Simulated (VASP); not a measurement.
# MgS in VASP: a series of runs

MgS is run at these levels: PBE; tasks: single point, relaxation of cell and atoms.

Program: VASP 6.6.1. These are calculated values, not measurements. Logs are shortened: lines on timing, memory, paths and dates and some standing lists are left out, and cuts for length are marked.

### Step 1. The cell of the first run

It takes space group Pm-3m (No. 221, cubic). The conventional cell has a = 3.276 Å, b = 3.276 Å, c = 3.276 Å, α = 90.00°, β = 90.00°, γ = 90.00°. Mg (site symmetry m-3m) has 8 S at 2.84 Å and 6 Mg at 3.28 Å within 3.7 Å. S (site symmetry m-3m) has 8 Mg at 2.84 Å and 6 S at 3.28 Å within 3.7 Å.

### Step 2. Single point, PBE

Input file INCAR:

```
SYSTEM = MgS
PREC = Accurate ; ENCUT = 520
EDIFF = 1E-6 ; ISMEAR = 0
SIGMA = 0.1 ; LREAL = .False.
LASPH = .True. ; NELM = 80
ALGO = Normal ; ISIF = 2
LWAVE = .False. ; LCHARG = .False.
GGA = PE ; NBANDS = 11
```

Input file KPOINTS:

```
regular mesh
0
Gamma
  6 6 6
  0 0 0
```

Input file POSCAR:

```
MgS
1.0
    3.2762900170      0.0000000000      0.0000000000
    0.0000000000      3.2762900170      0.0000000000
    0.0000000000      0.0000000000      3.2762900170
Mg S
1 1
Direct
    0.0000000000      0.0000000000      0.0000000000
    0.5000000000      0.5000000000      0.5000000000
```

Potentials or basis: VASP PAW PBE potentials, release 64 (Mg, S).

Started as:

```bash
cat potpaw_PBE.64/Mg/POTCAR potpaw_PBE.64/S/POTCAR > POTCAR
mpirun -np 1 vasp_std > vasp.out
```

OUTCAR:

```text
SYSTEM = MgS
   PREC = Accurate
   ENCUT = 520
   EDIFF = 1E-6
   ISMEAR = 0
   LREAL = .False.
   LASPH = .True.
   NELM = 80
   ISIF = 2
   GGA = PE

 ion  position               nearest neighbor table
   1  0.000  0.000  0.000-   2 2.84   2 2.84   2 2.84   2 2.84   2 2.84   2 2.84   2 2.84   2 2.84

   2  0.500  0.500  0.500-   1 2.84   1 2.84   1 2.84   1 2.84   1 2.84   1 2.84   1 2.84   1 2.84

  LATTYP: Found a simple cubic cell.
 ALAT       =     3.2762900170

  Lattice vectors:

 A1 = (   3.2762900170,   0.0000000000,   0.0000000000)
 A2 = (   0.0000000000,   3.2762900170,   0.0000000000)
 A3 = (   0.0000000000,   0.0000000000,   3.2762900170)

Analysis of symmetry for initial positions (statically):
=====================================================================
 Subroutine PRICEL returns:
 Original cell was already a primitive cell.

 Routine SETGRP: Setting up the symmetry group for a
 simple cubic supercell.

 Subroutine GETGRP returns: Found 48 space group operations
 (whereof 48 operations were pure point group operations)
 out of a pool of 48 trial point group operations.

The static configuration has the point symmetry O_h .

Analysis of symmetry for dynamics (positions and initial velocities):
=====================================================================
 Subroutine PRICEL returns:
 Original cell was already a primitive cell.

 Routine SETGRP: Setting up the symmetry group for a
 simple cubic supercell.

 Subroutine GETGRP returns: Found 48 space group operations
 (whereof 48 operations were pure point group operations)
 out of a pool of 48 trial point group operations.

The dynamic configuration has the point symmetry O_h .

 Subroutine INISYM returns: Found 48 space group operations
 (whereof 48 operations are pure point group operations),
 and found     1 'primitive' translations

----------------------------------------------------------------------------------------

                                     Primitive cell

  volume of cell :      35.1679

  direct lattice vectors                    reciprocal lattice vectors
     3.276290017  0.000000000  0.000000000     0.305223285  0.000000000  0.000000000
     0.000000000  3.276290017  0.000000000     0.000000000  0.305223285  0.000000000
     0.000000000  0.000000000  3.276290017     0.000000000  0.000000000  0.305223285

  length of vectors
     3.276290017  3.276290017  3.276290017     0.305223285  0.305223285  0.305223285

  position of ions in fractional coordinates (direct lattice)
     0.000000000  0.000000000  0.000000000
     0.500000000  0.500000000  0.500000000

  ion indices of the primitive-cell ions
   primitive index   ion index
                 1           1
                 2           2

----------------------------------------------------------------------------------------

 KPOINTS: regular mesh

Automatic generation of k-mesh.
 Grid dimensions read from file:
 generate k-points for:    6    6    6

 Generating k-lattice:

  Cartesian coordinates                     Fractional coordinates (reciprocal lattice)
     0.050870547  0.000000000  0.000000000     0.166666667  0.000000000  0.000000000
     0.000000000  0.050870547  0.000000000     0.000000000  0.166666667  0.000000000
     0.000000000  0.000000000  0.050870547     0.000000000  0.000000000  0.166666667

  Length of vectors
     0.050870547  0.050870547  0.050870547

  Shift w.r.t. Gamma in fractional coordinates (k-lattice)
     0.000000000  0.000000000  0.000000000

 Subroutine IBZKPT returns following result:
 ===========================================

 Found     20 irreducible k-points:

 Following reciprocal coordinates:
            Coordinates               Weight
  0.000000  0.000000  0.000000      1.000000
  0.166667  0.000000  0.000000      6.000000
  0.333333  0.000000  0.000000      6.000000
  0.500000  0.000000  0.000000      3.000000
  0.166667  0.166667  0.000000     12.000000
  0.333333  0.166667  0.000000     24.000000
[... 12 lines left out ...]
  0.500000  0.500000  0.333333      6.000000
  0.500000  0.500000  0.500000      1.000000
   k-points           NKPTS =     20   k-points in BZ     NKDIM =     20   number of bands    NBANDS=     11
   number of dos      NEDOS =    301   number of ions     NIONS =      2
   total plane-waves  NPLWV =  13824
   dimension x,y,z NGX =    24 NGY =   24 NGZ =   24
   dimension x,y,z NGXF=    48 NGYF=   48 NGZF=   48
   ions per type =               1   1
   NGX,Y,Z   is equivalent  to a cutoff of  12.18, 12.18, 12.18 a.u.
   NGXF,Y,Z  is equivalent  to a cutoff of  24.36, 24.36, 24.36 a.u.
 SYSTEM =  MgS
   PREC   = accura    normal or accurate (medium, high low for compatibility)
   ISTART =      0    job   : 0-new  1-cont  2-samecut
   ICHARG =      2    charge: 1-file 2-atom 10-const
   ISPIN  =      1    spin polarized calculation?
   LNONCOLLINEAR =      F non collinear calculations
   LSORBIT =      F    spin-orbit coupling
   LASPH  =      T    aspherical Exc in radial PAW
   ENCUT  =  520.0 eV  38.22 Ry    6.18 a.u.   6.09  6.09  6.09*2*pi/ulx,y,z
   NELM   =     80;   NELMIN=  2; NELMDL= -5     # of ELM steps
   EDIFF  = 0.1E-05   stopping-criterion for ELM
   LREAL  =      F    real-space projection
   EDIFFG = 0.1E-04   stopping-criterion for IOM
   NSW    =      0    number of steps for IOM
   IBRION =     -1    ionic relax: 0-MD 1-quasi-New 2-CG
   NFREE  =      0    steps in history (QN), initial steepest desc. (CG)
   ISIF   =      2    stress and relaxation
   ISYM   =      2    0-nonsym 1-usesym 2-fastsym
   POTIM  = 0.5000    time-step for ionic-motion
   TEBEG  =    0.0;   TEEND  =   0.0 temperature during run
   PSTRESS=    0.0 pullay stress
   NELECT =       8.0000    total number of electrons
   NUPDOWN=      -1.0000    fix difference up-down
   EMIN   =  10.00;   EMAX   =-10.00  energy-range for DOS
   EFERMI =   0.00;   METHOD = LEGACY
   ISMEAR =     0;   SIGMA  =   0.10  broadening in eV -4-tet -1-fermi 0-gaus
   EFERMI_NEDOS =   21; number of points for ismear=-14 and -15
   IALGO  =     38    algorithm
   IMIX   =      4    mixing-type and parameters
     AMIX     =   0.40;   BMIX     =  1.00
     AMIX_MAG =   1.60;   BMIX_MAG =  1.00
  volume/ion in A,a.u.               =      17.58       118.66
  Fermi-wavevector in a.u.,A,eV,Ry     =   0.999361  1.888519 13.588449  0.998723
  Thomas-Fermi vector in A             =   2.131646
   LORBIT       =      0    0 simple, 1 ext, 2 COOP (PROOUT), +10 PAW based schemes
   GGA     = PE    functional components
   LHFCALC =     F    Hartree Fock is set to
   AEXX    =    0.0000 exact exchange contribution
   IVDW    =     0    specifies the selected vdW correction
   LEPSILON=     F    determine dielectric tensor
   LRPA    =     F    only Hartree local field effects (RPA)
 non-spin polarized calculation
 Gauss-broadening in eV      SIGMA  =   0.10
  energy-cutoff  :      520.00
  volume of cell :       35.17
 maximum number of plane-waves:       968
   NGX = 13   NGY = 13   NGZ = 13

 number of electron       7.9999996 magnetization

 Free energy of the ion-electron system (eV)
  ---------------------------------------------------
  ext. energy  EPLUGINS =         0.00000000
  ---------------------------------------------------
  free energy    TOTEN  =        -7.25265138 eV

  energy without entropy =       -7.24840339  energy(sigma->0) =       -7.25052738

 E-fermi :   5.2825     XC(G=0):  -9.8070

 val. band max:        5.2749533628   @ k =   0.5000   0.5000   0.1667
 cond. band min:       5.4403991957   @ k =   0.5000   0.5000   0.0000
 fundamental gap:      0.1654458329
 Fermi energy:         5.2825057748

 k-point     1 :       0.0000    0.0000    0.0000
  band No.  band energies     occupation
      1      -8.6296      2.00000
      2       3.9934      2.00000
      3       3.9934      2.00000
      4       3.9934      2.00000
      5       6.0784      0.00000
      6       9.7217      0.00000
      7       9.7217      0.00000
      8      17.6989      0.00000
      9      17.6989      0.00000
     10      17.6989      0.00000
     11      18.5446      0.00000

 k-point     2 :       0.1667    0.0000    0.0000
  band No.  band energies     occupation
      1      -8.3972      2.00000
      2       1.9952      2.00000
      3       4.1546      2.00000
      4       4.1546      2.00000
      5       7.1559      0.00000
      6      10.0944      0.00000
      7      11.2484      0.00000
      8      15.5832      0.00000
      9      15.5832      0.00000
     10      16.8720      0.00000
     11      18.8513      0.00000

 k-point     3 :       0.3333    0.0000    0.0000
  band No.  band energies     occupation
      1      -7.8363      2.00000
      2      -0.3108      2.00000
      3       4.5203      2.00000
      4       4.5203      2.00000
      5       8.3079      0.00000
      6      11.1923      0.00000
      7      12.2234      0.00000
      8      13.5362      0.00000
      9      13.5362      0.00000
     10      15.9132      0.00000
     11      18.0658      0.00000

 k-point     4 :       0.5000    0.0000    0.0000
  band No.  band energies     occupation
      1      -7.4787      2.00000
      2      -1.2871      2.00000
      3       4.7321      2.00000
      4       4.7321      2.00000
      5       9.1222      0.00000
      6      11.4617      0.00000
      7      12.5180      0.00000
      8      12.7298      0.00000
      9      12.7298      0.00000
     10      13.8526      0.00000
     11      20.3082      0.00000
[... 183 lines left out ...]
 k-point    18 :       0.5000    0.3333    0.3333
  band No.  band energies     occupation
      1      -6.1885      2.00000
      2       0.7193      2.00000
      3       1.8575      2.00000
      4       2.1596      2.00000
      5       7.0809      0.00000
      6       7.6791      0.00000
      7       9.0382      0.00000
      8      13.2695      0.00000
      9      17.8331      0.00000
     10      18.5489      0.00000
     11      19.8627      0.00000

 k-point    19 :       0.5000    0.5000    0.3333
  band No.  band energies     occupation
      1      -5.9255      2.00000
      2       1.1881      2.00000
      3       1.1881      2.00000
      4       2.3832      2.00000
      5       6.2158      0.00000
      6       8.0604      0.00000
      7       8.0604      0.00000
      8      11.9832      0.00000
      9      18.6457      0.00000
     10      20.5450      0.00000
     11      20.5450      0.00000

 k-point    20 :       0.5000    0.5000    0.5000
  band No.  band energies     occupation
      1      -5.6725      2.00000
      2       1.5948      2.00000
      3       1.5948      2.00000
      4       1.5948      2.00000
      5       6.9897      0.00000
      6       6.9897      0.00000
      7       6.9897      0.00000
      8      10.5520      0.00000
      9      21.6219      0.00000
     10      21.6219      0.00000
     11      21.6219      0.00000

------------------------ aborting loop because EDIFF is reached ----------------------------------------

  FORCE on cell =-STRESS in cart. coord.  units (eV):
  Direction    XX          YY          ZZ          XY          YZ          ZX
  --------------------------------------------------------------------------------------
  -------------------------------------------------------------------------------------
  Total       -0.1214044     -0.1214044     -0.1214044     -0.0000000      0.0000000     -0.0000000
  in kB       -5.5309281     -5.5309281     -5.5309281     -0.0000000      0.0000000     -0.0000000
  external PRESSURE =      -5.5309281 kB  Pullay stress =       0.0000000 kB

 VOLUME and BASIS-vectors are now :
 -----------------------------------------------------------------------------
  energy-cutoff  :      520.00
  volume of cell :       35.17
      direct lattice vectors                 reciprocal lattice vectors
     3.276290017  0.000000000  0.000000000     0.305223285  0.000000000  0.000000000
     0.000000000  3.276290017  0.000000000     0.000000000  0.305223285  0.000000000
     0.000000000  0.000000000  3.276290017     0.000000000  0.000000000  0.305223285

 POSITION                                       TOTAL-FORCE (eV/Angst)
 -----------------------------------------------------------------------------------
      0.00000      0.00000      0.00000         0.000000      0.000000      0.000000
      1.63815      1.63815      1.63815         0.000000      0.000000      0.000000
 -----------------------------------------------------------------------------------
    total drift:                               -0.000000     -0.000000     -0.000000

  FREE ENERGIE OF THE ION-ELECTRON SYSTEM (eV)
  ---------------------------------------------------
  free  energy   TOTEN  =        -7.2526513790 eV

  energy  without entropy=       -7.2484033864  energy(sigma->0) =       -7.25052738
```

Run time: 6.5 s. Hardware: 1 thread of Intel Xeon Platinum 8488C (Sapphire Rapids), shared host; peak memory 0.13 GiB.

What came out:

```
Free energy : -7.2527 eV
Pressure    : -0.6 GPa
```

### Step 3. Single point, PBE

Input file INCAR:

```
ALGO = Normal
EDIFF = 1E-7
ENCUT = 520
GGA = PE
ISIF = 2
ISMEAR = 0
LASPH = T
LCHARG = F
LREAL = F
LWAVE = F
NBANDS = 11
NELM = 60
PREC = Accurate
SIGMA = 0.1
```

Input file KPOINTS:

```
k-points
0
Gamma
  6 6 4
```

Input file POSCAR:

```
MgS
1.0
    3.2684190243      0.0000000000      0.0000000000
    0.0000000000      3.2684190243      0.0000000000
    0.0000000000      0.0000000000      3.2920320025
Mg S
1 1
Direct
    0.0000000000      0.0000000000      0.0000000000
    0.5000000000      0.5000000000      0.5000000000
```

Potentials or basis: VASP PAW PBE potentials, release 64 (Mg, S).

Started as:

```bash
cat potpaw_PBE.64/Mg/POTCAR potpaw_PBE.64/S/POTCAR > POTCAR
mpirun -np 1 vasp_std > vasp.out
```

Run time: 7.4 s. Hardware: 1 thread of Intel Xeon Platinum 8488C (Sapphire Rapids), shared host; peak memory 0.14 GiB.

It converged, with:

* Free energy: -7.2236 eV
* Pressure: -0.5 GPa
* Band gap on the k mesh: zero (filled and empty bands touch)

Stress tensor (GPa, compression positive):
```
-0.38  0.00  0.00
 0.00 -0.38  0.00
 0.00  0.00 -0.64
```

Levels at points of the mesh, in eV from the Fermi level:
```
           k point  band 1  band 2  band 3  band 4  band 5  band 6  band 7  band 8
(0.00, 0.00, 0.00)  -13.90   -1.35   -1.24   -1.24    0.81    4.43    4.49   12.37
(0.50, 0.00, 0.00)  -12.74   -6.55   -0.60   -0.50    3.83    6.19    7.25    7.36
(0.50, 0.50, 0.00)  -11.78   -4.92   -4.92   -0.30    0.13    7.59    8.31    8.31
(0.00, 0.00, 0.50)  -12.78   -6.57   -0.52   -0.52    3.90    6.20    7.25    7.50
(0.50, 0.00, 0.50)  -11.82   -4.95   -4.92   -0.36    0.19    7.68    8.38    8.45
(0.50, 0.50, 0.50)  -10.95   -3.69   -3.69   -3.65    1.71    1.71    1.74    5.29
```

Caveat: the k points lie up to 0.48 Å⁻¹ apart.

### Step 4. Relaxation of cell and atoms, PBE

Input file INCAR:

```
PREC = Accurate
ENCUT = 600
EDIFF = 1E-6
ISMEAR = 0
SIGMA = 0.1
LREAL = F
LASPH = T
NELM = 80
ALGO = Normal
ISIF = 3
LWAVE = F
LCHARG = F
GGA = PE
IBRION = 2
NSW = 90
EDIFFG = -0.04
```

Input file KPOINTS:

```
regular mesh
0
Gamma
  6 6 6
```

Input file POSCAR:

```
MgS
1.0
    3.2762900170      0.0000000000      0.0000000000
    0.0000000000      3.2762900170      0.0000000000
    0.0000000000      0.0000000000      3.2762900170
Mg S
1 1
Direct
    0.0000000000      0.0000000000      0.0000000000
    0.5000000000      0.5000000000      0.5000000000
```

Started as:

```bash
cat potpaw_PBE.64/Mg/POTCAR potpaw_PBE.64/S/POTCAR > POTCAR
mpirun -np 1 vasp_std > vasp.out
```

Wall time 12 s (1 thread of Intel Xeon Platinum 8488C (Sapphire Rapids), shared host); peak memory 0.16 GiB.

It converged, with:

```yaml
Free_energy: -7.2532 eV
Relaxed_volume: 17.44 Å³/atom
Relaxed_cell: a = 3.267 Å, b = 3.267 Å, c = 3.267 Å, α = 90.00°, β = 90.00°, γ = 90.00°
Space_group_after_relaxing_to_0.05_Å: Pm-3m (No. 221)
Energy_gained_by_relaxing: 0.2 meV/atom
Ionic_steps: 2
Pressure_after_relaxing: 0.1 GPa
```

Step by step:
| step | energy change (eV) | largest force (eV/Å) | pressure (GPa) | volume (Å³) |
| --- | --- | --- | --- | --- |
| 1 | 0.0000 | 0.0000 | -0.53 | 35.17 |
| 2 | -0.0004 | 0.0000 | 0.07 | 34.87 |

Final structure:
```
Mg S
1.0
     3.26711    0.00000    0.00000
     0.00000    3.26711    0.00000
     0.00000    0.00000    3.26711
Mg S
1 1
Direct
  0.00000 0.00000 0.00000
  0.50000 0.50000 0.50000
```

Levels at points of the mesh, in eV from the Fermi level:
```
           k point  band 1  band 2  band 3  band 4  band 5  band 6  band 7  band 8
(0.00, 0.00, 0.00)  -13.97   -1.30   -1.30   -1.30    0.85    4.42    4.42   12.51
(0.50, 0.00, 0.00)  -12.80   -6.62   -0.55   -0.55    3.88    6.25    7.22    7.47
(0.50, 0.50, 0.00)  -11.84   -4.99   -4.99   -0.37    0.17    7.66    8.42    8.42
(0.50, 0.50, 0.50)  -10.96   -3.72   -3.72   -3.72    1.69    1.69    1.69    5.33
```

### Step 5. Summary

| task | cell | k mesh | cutoff (eV) | pressure (GPa) |
| --- | --- | --- | --- | --- |
| single point | a = 3.276 Å, 2 atoms | 6 × 6 × 6 | 520 | -0.6 |
| single point | a = 3.268, b = 3.268, c = 3.292 Å, 2 atoms | 6 × 6 × 4 | 520 | -0.5 |
| relaxation of cell and atoms | relaxed from a = 3.276 Å, 2 atoms | 6 × 6 × 6 | 600 | 0.1 |

Alike in all rows: level PBE; potentials or basis VASP PAW PBE potentials, release 64 (Mg, S); no spin polarisation; smearing gaussian 0.1 eV.

Caveats: some runs use coarse meshes.

Absolute energies hang on the potentials; compare differences alone.
